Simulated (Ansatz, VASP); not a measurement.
## BaPPt in VASP and in Ansatz

```
Ba P Pt
1.0
     6.45393    0.00000    0.00000
     0.00000    6.45393    0.00000
     0.00000    0.00000    6.45393
Ba P Pt
4 4 4
Cartesian
  4.1211 2.3328 5.5598
  2.3328 5.5598 4.1211
  0.8942 0.8942 0.8942
  5.5598 4.1211 2.3328
  3.7647 5.9161 0.5378
  0.5378 3.7647 5.9161
  5.9161 0.5378 3.7647
  2.6892 2.6892 2.6892
  0.9738 2.2532 4.2007
  4.2007 0.9738 2.2532
  5.4802 5.4802 5.4802
  2.2532 4.2007 0.9738
```

Alike in both runs: functional LDA; k mesh 6 × 6 × 6; occupations gaussian, width 0.1 eV; no spin polarisation.

Ansatz relaxed the structure, and its values are those at the end. VASP's run is a single point on that final structure, the one shown.

```csv
,VASP,Ansatz
version,VASP 6.6.1,Ansatz 0.2.0
potentials or method,"VASP PAW LDA potentials, release 64 (Ba_sv, P, Pt), cutoff 520 eV","scalar-relativistic, plane waves, PAW"
valence electrons in the cell,100,132
```

|  | VASP | Ansatz | Ansatz less VASP |
| --- | --- | --- | --- |
| gap on the k mesh at the Fermi level (eV) | none | none | - |
| pressure (GPa) | 1.0 | 0.0 | -1.08 |
| rms of the force components (eV/Å) | 0.011 | 0.003 | -0.0082 |

LDA's correlation is that of Perdew and Zunger in VASP and of Perdew and Wang (1992) in Ansatz. A gap of «none» marks a metal or a gap that the smearing closes. VASP's potentials hold 100 valence electrons a cell and Ansatz's 132, so a difference there can come from the potentials and not from the codes.

Spin-orbit coupling is off throughout.
